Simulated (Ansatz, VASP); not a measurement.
AlCo: VASP beside Ansatz

```
Co Al
1.0
     2.85000    0.00000    0.00000
     0.00000    2.85000    0.00000
     0.00000    0.00000    2.85000
Co Al
1 1
Direct
  0.01215 0.01215 0.01215
  0.50000 0.50000 0.50000
```

Alike in both runs: task single point; functional HSE06; k mesh 4 × 4 × 4; occupations fermi-dirac, width 0.1 eV; no spin polarisation.

|  | VASP | Ansatz |
| --- | --- | --- |
| version | VASP 6.6.1 | Ansatz 0.2.0 development build |
| potentials or method | VASP PAW PBE potentials, release 64 (Co, Al), cutoff 520 eV | plane waves, all-electron PAW datasets generated for the crystal |

|  | VASP | Ansatz | Ansatz less VASP |
| --- | --- | --- | --- |
| rms of the force components (eV/Å) | 0.244 | 0.246 | +0.0015 |

Atom by atom the forces differ by 0.002 eV/Å (rms over components). Ansatz ran all-electron here, and VASP with PAW potentials. Ansatz's warnings: filled band counts differ across k points.

The k mesh is coarse, so the values compare programs but aren't converged.
